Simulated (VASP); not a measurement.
# GaP in VASP: further runs

Runs on GaP. Level: PBE. Tasks: single point.

Program: VASP 6.6.1. These are calculated values, not measurements. Logs are shortened: lines on timing, memory, paths and dates and some standing lists are left out, and cuts for length are marked.

### Step 1. The cell of the first run

The typed cell holds 2 atoms: a = 3.894 Å, b = 3.894 Å, c = 3.894 Å, α = 120.01°, β = 59.99°, γ = 120.00°.

### Step 2. Single point, PBE

Input file INCAR:

```
SYSTEM = GaP
PREC = Accurate ; ENCUT = 520
EDIFF = 1E-6 ; ISMEAR = 0
SIGMA = 0.02 ; LREAL = .False.
LASPH = .True. ; NELM = 60
ALGO = Normal ; ISIF = 2
LWAVE = .False. ; LCHARG = .False.
GGA = PE ; NBANDS = 16
```

Input file KPOINTS:

```
regular mesh
0
Gamma
  9 9 8
  0 0 0
```

Input file POSCAR:

```
GaP
1.0
    3.8938964199      0.0000000094      0.0003558094
   -1.9469482018      3.3722132240     -0.0003558094
    1.9472385239     -1.1242386859      3.1787301657
Ga P
1 1
Direct
   -0.0000132001      0.0000132001      0.0000225268
    0.7500132001      0.2499867999      0.7499774732
```

Potentials or basis: VASP PAW PBE potentials, release 64 (Ga_d, P).

Run with:

```console
cat potpaw_PBE.64/Ga_d/POTCAR potpaw_PBE.64/P/POTCAR > POTCAR
mpirun -np 1 vasp_std > vasp.out
```

OUTCAR:

```text
SYSTEM = GaP
   PREC = Accurate
   ENCUT = 520
   EDIFF = 1E-6
   ISMEAR = 0
   LREAL = .False.
   LASPH = .True.
   NELM = 60
   ISIF = 2
   GGA = PE

 ion  position               nearest neighbor table
   1  1.000  0.000  0.000-   2 2.38   2 2.38   2 2.38   2 2.38
   2  0.750  0.250  0.750-   1 2.38   1 2.38   1 2.38   1 2.38

  LATTYP: Found a base centered monoclinic cell.
 ALAT       =     6.7423573898
 B/A-ratio  =     0.5775274449
 C/A-ratio  =     0.5774807170
 COS(beta)  =    -0.5772149726

  Lattice vectors:

 A1 = (  -0.0002903221,  -2.2479745381,  -3.1783743563)
 A2 = (   1.9466578960,   1.1242386953,  -3.1783743563)
 A3 = (   1.9472385239,  -1.1242386859,   3.1787301657)

Analysis of symmetry for initial positions (statically):
=====================================================================
 Subroutine PRICEL returns:
 Original cell was already a primitive cell.

 Routine SETGRP: Setting up the symmetry group for a
 base centered monoclinic supercell.

 Subroutine GETGRP returns: Found  2 space group operations
 (whereof  2 operations were pure point group operations)
 out of a pool of  4 trial point group operations.

The static configuration has the point symmetry C_1h.

Analysis of symmetry for dynamics (positions and initial velocities):
=====================================================================
 Subroutine PRICEL returns:
 Original cell was already a primitive cell.

 Routine SETGRP: Setting up the symmetry group for a
 base centered monoclinic supercell.

 Subroutine GETGRP returns: Found  2 space group operations
 (whereof  2 operations were pure point group operations)
 out of a pool of  4 trial point group operations.

The dynamic configuration has the point symmetry C_1h.

 Subroutine INISYM returns: Found  2 space group operations
 (whereof  2 operations are pure point group operations),
 and found     1 'primitive' translations

----------------------------------------------------------------------------------------

                                     Primitive cell

  volume of cell :      41.7369

  direct lattice vectors                    reciprocal lattice vectors
     3.893896420  0.000000009  0.000355809     0.256821757  0.148265043 -0.104887142
    -1.946948202  3.372213224 -0.000355809    -0.000009585  0.296546687  0.104887142
     1.947238524 -1.124238686  3.178730166    -0.000028748  0.000016598  0.314614512

[... 82 lines left out ...]
   NELM   =     60;   NELMIN=  2; NELMDL= -5     # of ELM steps
   EDIFF  = 0.1E-05   stopping-criterion for ELM
   LREAL  =      F    real-space projection
   EDIFFG = 0.1E-04   stopping-criterion for IOM
   NSW    =      0    number of steps for IOM
   IBRION =     -1    ionic relax: 0-MD 1-quasi-New 2-CG
   NFREE  =      0    steps in history (QN), initial steepest desc. (CG)
   ISIF   =      2    stress and relaxation
   ISYM   =      2    0-nonsym 1-usesym 2-fastsym
   POTIM  = 0.5000    time-step for ionic-motion
   TEBEG  =    0.0;   TEEND  =   0.0 temperature during run
   PSTRESS=    0.0 pullay stress
   NELECT =      18.0000    total number of electrons
   NUPDOWN=      -1.0000    fix difference up-down
   EMIN   =  10.00;   EMAX   =-10.00  energy-range for DOS
   EFERMI =   0.00;   METHOD = LEGACY
   ISMEAR =     0;   SIGMA  =   0.02  broadening in eV -4-tet -1-fermi 0-gaus
   EFERMI_NEDOS =   21; number of points for ismear=-14 and -15
   IALGO  =     38    algorithm
   IMIX   =      4    mixing-type and parameters
     AMIX     =   0.40;   BMIX     =  1.00
     AMIX_MAG =   1.60;   BMIX_MAG =  1.00
  volume/ion in A,a.u.               =      20.87       140.83
  Fermi-wavevector in a.u.,A,eV,Ry     =   1.236874  2.337353 20.814970  1.529857
  Thomas-Fermi vector in A             =   2.371464
   LORBIT       =      0    0 simple, 1 ext, 2 COOP (PROOUT), +10 PAW based schemes
   GGA     = PE    functional components
   LHFCALC =     F    Hartree Fock is set to
   AEXX    =    0.0000 exact exchange contribution
   IVDW    =     0    specifies the selected vdW correction
   LEPSILON=     F    determine dielectric tensor
   LRPA    =     F    only Hartree local field effects (RPA)
 non-spin polarized calculation
 Gauss-broadening in eV      SIGMA  =   0.02
  energy-cutoff  :      520.00
  volume of cell :       41.74
 maximum number of plane-waves:      1158
 NGX is ok and might be reduce to    30
   NGX = 15   NGY = 15   NGZ = 15

 number of electron      18.0000003 magnetization

 Free energy of the ion-electron system (eV)
  ---------------------------------------------------
  ext. energy  EPLUGINS =         0.00000000
  ---------------------------------------------------
  free energy    TOTEN  =        -9.12694543 eV

  energy without entropy =       -9.12694543  energy(sigma->0) =       -9.12694543

 E-fermi :   4.4670     XC(G=0):  -9.6949

 val. band max:        4.3450519879   @ k =   0.0000   0.0000   0.0000
 cond. band min:       5.9192337616   @ k =   0.0000   0.0000   0.0000
 fundamental gap:      1.5741817737
 Fermi energy:         4.4670251183

 k-point     1 :       0.0000    0.0000    0.0000
  band No.  band energies     occupation
      1     -10.1572      2.00000
      2     -10.1572      2.00000
      3     -10.1570      2.00000
      4     -10.0665      2.00000
      5     -10.0664      2.00000
      6      -7.9214      2.00000
[... 433 lines left out ...]
      3     -10.1000      2.00000
      4     -10.0935      2.00000
      5     -10.0487      2.00000
      6      -5.0817      2.00000
[... 8 lines left out ...]
     15      16.0287      0.00000
     16      17.4176      0.00000

 [... further k-points ...]

------------------------ aborting loop because EDIFF is reached ----------------------------------------

  FORCE on cell =-STRESS in cart. coord.  units (eV):
  Direction    XX          YY          ZZ          XY          YZ          ZX
  --------------------------------------------------------------------------------------
  -------------------------------------------------------------------------------------
  Total       -0.0248201     -0.0240531     -0.0092796      0.0006643     -0.0001239      0.0002147
  in kB       -0.9527813     -0.9233368     -0.3562210      0.0254997     -0.0047571      0.0082409
  external PRESSURE =      -0.7441130 kB  Pullay stress =       0.0000000 kB

 VOLUME and BASIS-vectors are now :
 -----------------------------------------------------------------------------
  energy-cutoff  :      520.00
  volume of cell :       41.74
      direct lattice vectors                 reciprocal lattice vectors
     3.893896420  0.000000009  0.000355809     0.256821757  0.148265043 -0.104887142
    -1.946948202  3.372213224 -0.000355809    -0.000009585  0.296546687  0.104887142
     1.947238524 -1.124238686  3.178730166    -0.000028748  0.000016598  0.314614512

 POSITION                                       TOTAL-FORCE (eV/Angst)
 -----------------------------------------------------------------------------------
      3.89386      0.00002      0.00043         0.000596     -0.000344     -0.003695
      3.89415     -0.00014      2.38415        -0.000596      0.000344      0.003695
 -----------------------------------------------------------------------------------
    total drift:                               -0.000005      0.000003     -0.000002

  FREE ENERGIE OF THE ION-ELECTRON SYSTEM (eV)
  ---------------------------------------------------
  free  energy   TOTEN  =        -9.1269454264 eV

  energy  without entropy=       -9.1269454264  energy(sigma->0) =       -9.12694543
```

OSZICAR:

```text
N       E                     dE             d eps       ncg     rms          rms(c)
DAV:   1     0.839294940023E+02    0.83929E+02   -0.89659E+03  6040   0.160E+03
DAV:   2    -0.275639084006E+01   -0.86686E+02   -0.82527E+02  6904   0.321E+02
DAV:   3    -0.927816219844E+01   -0.65218E+01   -0.65004E+01  7296   0.668E+01
DAV:   4    -0.938516908598E+01   -0.10701E+00   -0.10698E+00  7576   0.935E+00
DAV:   5    -0.938718720733E+01   -0.20181E-02   -0.20180E-02  7424   0.114E+00    0.411E+00
DAV:   6    -0.915074828007E+01    0.23644E+00   -0.37655E-01  9280   0.101E+01    0.270E+00
DAV:   7    -0.912605589950E+01    0.24692E-01   -0.89593E-02  7856   0.196E+00    0.109E+00
DAV:   8    -0.912639170629E+01   -0.33581E-03   -0.12879E-02  6960   0.136E+00    0.174E-01
DAV:   9    -0.912679588780E+01   -0.40418E-03   -0.13066E-03  7600   0.506E-01    0.823E-02
DAV:  10    -0.912687183585E+01   -0.75948E-04   -0.11129E-04  9072   0.109E-01    0.414E-02
DAV:  11    -0.912694578632E+01   -0.73950E-04   -0.10180E-04  6976   0.826E-02    0.506E-03
DAV:  12    -0.912694542642E+01    0.35990E-06   -0.28243E-06  7360   0.212E-02
   1 F= -.91269454E+01 E0= -.91269454E+01  d E =-.270998E-20
```

It took 2.4 min on 1 thread of Intel Xeon 8259CL, shared host; peak memory 0.26 GiB.

Results:

| Property | Result |
| --- | --- |
| Free energy | -9.1269 eV |
| Pressure | -0.1 GPa |
| Largest force | 0.004 eV/Å |
| Band gap on the k mesh | 1.57 eV |

Forces on the atoms (eV/Å):
```
Ga   0.001  0.000 -0.004
P   -0.001  0.000  0.004
```

Caveat: an odd mesh through Γ misses points on the zone boundary, where band edges can lie.

### Step 3. Single point, PBE

Input file INCAR:

```
SYSTEM = GaP
PREC = Accurate
ENCUT = 520
EDIFF = 1E-6
ISMEAR = 0
SIGMA = 0.02
LREAL = .False.
LASPH = .True.
NELM = 100
ALGO = Normal
ISIF = 2
LWAVE = .False.
LCHARG = .False.
GGA = PE
NBANDS = 16
ISYM = 0
```

Input file KPOINTS:

```
Automatic mesh
0
Gamma
  9 9 8
  0 0 0
```

POSCAR is that of step 2.

Potentials or basis: VASP PAW PBE potentials, release 64 (Ga_d, P).

Run with:

```console
cat potpaw_PBE.64/Ga_d/POTCAR potpaw_PBE.64/P/POTCAR > POTCAR
mpirun -np 1 vasp_std > vasp.out
```

Run time: 3.5 min. Hardware: 1 thread of Intel Xeon 8259CL, shared host; peak memory 0.34 GiB.

The run converged. Its results:

- Free energy: -9.1269 eV
- Pressure: -0.1 GPa
- Largest force: 0.004 eV/Å
- Band gap on the k mesh: 1.57 eV

Forces on the atoms (eV/Å):
```
Ga   0.001  0.000 -0.004
P   -0.001  0.000  0.004
```

Levels at points of the mesh, in eV from the valence-band top:
```tsv
k point	band 7	band 8	band 9	band 10	band 11	band 12
(0.00, 0.00, 0.00)	0.00	0.00	0.00	1.57	3.89	3.90
(0.00, 0.00, 0.50)	-6.46	-1.08	-1.07	1.58	4.73	4.73
```

Caveat: an odd mesh through Γ misses points on the zone boundary, where band edges can lie.

### Step 4. Single point, PBE

Input file INCAR:

```
  PREC = Accurate
  ENCUT = 520
  EDIFF = 1E-6
  ISMEAR = 0
  SIGMA = 0.02
  LREAL = F
  LASPH = T
  NELM = 60
  ALGO = Normal
  ISIF = 2
  LWAVE = F
  LCHARG = F
  GGA = PE
  ISYM = 0
  NBANDS = 16
```

Input file KPOINTS:

```
Automatic mesh
0
Gamma
  9 9 8
```

Input file POSCAR:

```
GaP
1.0
    3.8938964361      0.0000000000      0.0000000000
   -1.9469482181      3.3722132334      0.0000000000
    1.9469482181     -1.1240710778      3.1771592850
Ga P
1 1
Direct
    0.0000000000      0.0000000000      0.0000000000
    0.7500000000      0.2500000000      0.7500000000
```

Run with:

```console
cat potpaw_PBE.64/Ga_d/POTCAR potpaw_PBE.64/P/POTCAR > POTCAR
mpirun -np 1 vasp_std > vasp.out
```

Run time: 3.4 min. Hardware: 1 thread of Intel Xeon 8259CL, shared host; peak memory 0.33 GiB.

Results (log left out):

| Property | Result |
| --- | --- |
| Free energy | -9.1269 eV |
| Pressure | 0.0 GPa |
| Largest force | 0.006 eV/Å |
| Band gap on the k mesh | 1.57 eV |

Forces in eV/Å, atoms in the order of the input:
```
Ga   0.001  0.000 -0.006
P   -0.001  0.000  0.006
```

Stress tensor (GPa, compression positive):
```
-0.08  0.00  0.01
 0.00 -0.08 -0.01
 0.01 -0.01  0.04
```

Levels at points of the mesh, in eV from the valence-band top:
| k point | band 6 | band 7 | band 8 | band 9 | band 10 | band 11 | band 12 | band 13 |
| --- | --- | --- | --- | --- | --- | --- | --- | --- |
| (0.00, 0.00, 0.00) | -12.27 | 0.00 | 0.00 | 0.00 | 1.58 | 3.89 | 3.89 | 3.90 |
| (0.00, 0.00, 0.50) | -10.30 | -6.46 | -1.08 | -1.08 | 1.57 | 4.72 | 4.72 | 8.22 |

Caveat: an odd mesh through Γ misses points on the zone boundary, where band edges can lie.
